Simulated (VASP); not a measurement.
Input of a VASP 6.6.1 run:

File INCAR:

```
SYSTEM = Pd
  PREC = Accurate
  ENCUT = 600
  EDIFF = 1E-6
  ISMEAR = 0
  SIGMA = 0.1
  LREAL = .FALSE.
  LASPH = .TRUE.
  NELM = 80
  ALGO = Fast
  ISIF = 3
  LWAVE = .FALSE.
  LCHARG = .FALSE.
  GGA = PE
  IBRION = 2
  NSW = 90
  EDIFFG = -0.04
```

File KPOINTS:

```
Automatic mesh
0
G
  6 6 6
  0 0 0
```

The input POSCAR:

```
Pd
1.0
    1.4626119918      0.8444394272      7.0687119811
   -1.4626119918      0.8444394272      7.0687119811
    0.0000000000     -1.6888788544      7.0687119811
Pd
3
Direct
    0.0000000000      0.0000000000      0.0000000000
    0.2222200000      0.2222200000      0.2222200000
    0.7777800000      0.7777800000      0.7777800000
```

Potentials or basis: VASP PAW PBE potentials, release 64 (Pd).

Command:

```console
$ cat potpaw_PBE.64/Pd/POTCAR > POTCAR
$ mpirun -np 1 vasp_std > vasp.out
```

Question: What does it give for the band gap on the k mesh?

Answer: Zero (band 15 reaches 9.40 eV, above the bottom of band 16 at 8.40 eV).

Question: What does it give for the space group after relaxing (to 0.05 Å)?

Answer: R-3m (No. 166).

Question: Predict the relaxed cell.

Answer: a = 7.094 Å, b = 7.094 Å, c = 7.094 Å, α = 22.47°, β = 22.47°, γ = 22.47°.

The path:
```
step  energy change (eV)  largest force (eV/Å)  pressure (GPa)  volume (Å³)
   1              0.0000                0.0611          -15.61        52.38
   2              0.0439                0.0274           29.36        40.52
   3             -0.3769                0.0586           -0.35        45.92
   4             -0.3771                0.0584            0.10        45.79
   5             -0.3848                0.0104            0.14        45.77
   6             -0.3866                0.0248            0.26        45.74
```

Caveat: the k points lie up to 0.44 Å⁻¹ apart in the final cell.
